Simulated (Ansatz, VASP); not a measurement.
One calculation of CoO, two programs

```xyz
4
Lattice="1.6022 0.9250 5.1329 -1.6022 0.9250 5.1329 0.0000 -1.8501 5.1329" Properties=species:S:1:pos:R:3 pbc="T T T"
Co    0.0000    0.0000   15.3909
Co    0.0000    0.0000    7.6916
O     0.0000    0.0000    5.7822
O     0.0000    0.0000   13.4821
```

Alike in both runs: task single point; functional PBE; k mesh 1 × 1 × 1; occupations gaussian, width 0.01 eV; collinear spin.

|  | VASP | Ansatz |
| --- | --- | --- |
| version | VASP 6.6.1 | Ansatz 0.2.0 |
| potentials or method | VASP PAW PBE potentials, release 64 (Co, O), cutoff 520 eV | scalar-relativistic, plane waves, PAW |
| valence electrons in the cell | 30 | 46 |

Ansatz gave:

* gap on the k mesh at the Fermi level (eV): 0.22
* least direct gap on the mesh (eV): 0.22
* pressure (GPa): 2.1
* traceless stress, the component that is largest in VASP (GPa): -4.81
* rms of the force components (eV/Å): 1.303
* net moment per atom (μB): 0.50
* size of the moment on the site where the two differ most (μB): 1.20

**Question.** Which values does VASP return?

**Answer.** gap on the k mesh at the Fermi level (eV): 0.02; least direct gap on the mesh (eV): 0.02; pressure (GPa): 3.9; traceless stress, the component that is largest in VASP (GPa): -5.72; rms of the force components (eV/Å): 1.478; net moment per atom (μB): 0.00; size of the moment on the site where the two differ most (μB): 1.82.

The net moments are unlike, so the other rows may belong to different states. Site moments also hang on the region over which each program counts them. Atom by atom the forces differ by 0.307 eV/Å (rms over components). VASP's potentials hold 30 valence electrons a cell and Ansatz's 46, so a difference there can come from the potentials and not from the codes. Ansatz's warnings: seeded moment not kept, stability check not made.

The k mesh is coarse, so the values compare programs but aren't converged.
